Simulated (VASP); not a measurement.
Wanted: the native input for a VASP 6.6.1 run.

- Task: relaxation of cell and atoms
- Functional: PBE
- Potentials or basis: VASP PAW PBE potentials, release 64 (Mg, Sn_d, O)
- Cutoff: 600 eV
- k mesh: 4 × 4 × 1
- Occupations: gaussian, width 0.15 eV
- Spin: no spin polarisation
- Dipole correction: no
- Further INCAR settings: LREAL = Auto; ALGO = Normal; EDIFF = 1e-06; IBRION = 2; EDIFFG = -0.08; NSW = 36; ISIF = 3

The structure of Mg3SnO4 lies in POSCAR:

```
Mg3SnO4
1.0
    3.2000000000      0.0000000000      0.0000000000
    0.0000000000      3.2000000000      0.0000000000
    0.0000000000      0.0000000000     19.5000000000
Mg Sn O
6 2 8
Direct
    0.5000000000      0.0000000000      0.1620000000
    0.5000000000      0.0000000000      0.7300000000
    0.5000000000      0.0000000000      0.9460000000
    0.0000000000      0.5000000000      0.8380000000
    0.0000000000      0.5000000000      0.2700000000
    0.0000000000      0.5000000000      0.0540000000
    0.5000000000      0.0000000000      0.3850000000
    0.0000000000      0.5000000000      0.6150000000
    0.5000000000      0.0000000000      0.0540000000
    0.5000000000      0.0000000000      0.2700000000
    0.5000000000      0.0000000000      0.6300000000
    0.5000000000      0.0000000000      0.8380000000
    0.0000000000      0.5000000000      0.9460000000
    0.0000000000      0.5000000000      0.3700000000
    0.0000000000      0.5000000000      0.1620000000
    0.0000000000      0.5000000000      0.7300000000
```

One way to write it, as run:

INCAR

```
PREC = Accurate
ENCUT = 600
EDIFF = 1E-6
ISMEAR = 0
SIGMA = 0.15
LREAL = Auto
LASPH = True
NELM = 60
ALGO = Normal
ISIF = 3
LWAVE = False
LCHARG = False
GGA = PE
IBRION = 2
NSW = 36
EDIFFG = -0.08
```

KPOINTS

```
regular mesh
0
Gamma
  4 4 1
```

Potentials or basis: VASP PAW PBE potentials, release 64 (Mg, Sn_d, O).

The run is started by

```sh
$ cat potpaw_PBE.64/Mg/POTCAR potpaw_PBE.64/Sn_d/POTCAR potpaw_PBE.64/O/POTCAR > POTCAR
$ mpirun -np 1 vasp_std > vasp.out
```

It gave:

| Item | Value |
| --- | --- |
| Relaxed volume | 11.70 Å³/atom |
| Relaxed cell | a = 3.095 Å, b = 3.095 Å, c = 19.550 Å, α = 90.00°, β = 90.00°, γ = 90.00° |
| Space group after relaxing (to 0.1 Å) | P4/nmm (No. 129) |
| Energy gained by relaxing | 70.6 meV/atom |
| Ionic steps | 17 |
| Pressure after relaxing | 0.1 GPa |
| Largest force after relaxing | 0.055 eV/Å |
| Band gap on the k mesh | 1.21 eV (least direct gap 1.57 eV) |

Caveat: the k points lie up to 0.51 Å⁻¹ apart in the final cell; spin-orbit coupling is left out, which moves the levels of the heavy elements; an odd mesh through Γ misses points on the zone boundary, where band edges can lie; the relaxation stopped at a loose force limit of 0.08 eV/Å, so its end isn't a converged minimum.

Run time: 13 min on 1 thread of AMD EPYC 9R45 96-Core Processor (Zen 5), with other jobs on the host, peak memory 0.37 GiB.
